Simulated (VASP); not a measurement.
Runs of VASP 6.6.1 on InP. The structure is that of space group F-43m (No. 216), or close to it. The cells are those of the table. 

```csv
cell,k mesh,gap on the mesh (eV),pressure (GPa)
"a = 4.157 Å, angles 60.0°, 2 atoms",8 × 8 × 8,1.12,0.9
"a = 3.999 Å, angles 60.0°, 2 atoms",8 × 8 × 8,(b),(c)
"a = 3.570 Å, angles 60.0°, 2 atoms",10 × 10 × 10,0.90,89.3
"a = 4.177 Å, angles 60.0°, 2 atoms",8 × 8 × 8,1.03,-0.1
"a = 4.199 Å, angles 60.0°, 2 atoms",8 × 8 × 8,(a),-1.2
```

Alike in all rows: task single point; level r2SCAN; potentials or basis VASP PAW PBE potentials, release 64 (In_d, P); no spin polarisation; cutoff (eV) 520; smearing gaussian 0.02 eV.

Question: Fill in the values left out.

Answer: (a) 0.94; (b) 1.79; (c) 11.8.

Caveats: the PAW data sets were made with another functional, which shifts forces and pressure a little; spin-orbit coupling is left out, which moves the levels of the heavy elements; the cell stands under pressure (at least some runs).

A k mesh can miss the band edges, and the runs leave out spin-orbit coupling on In.
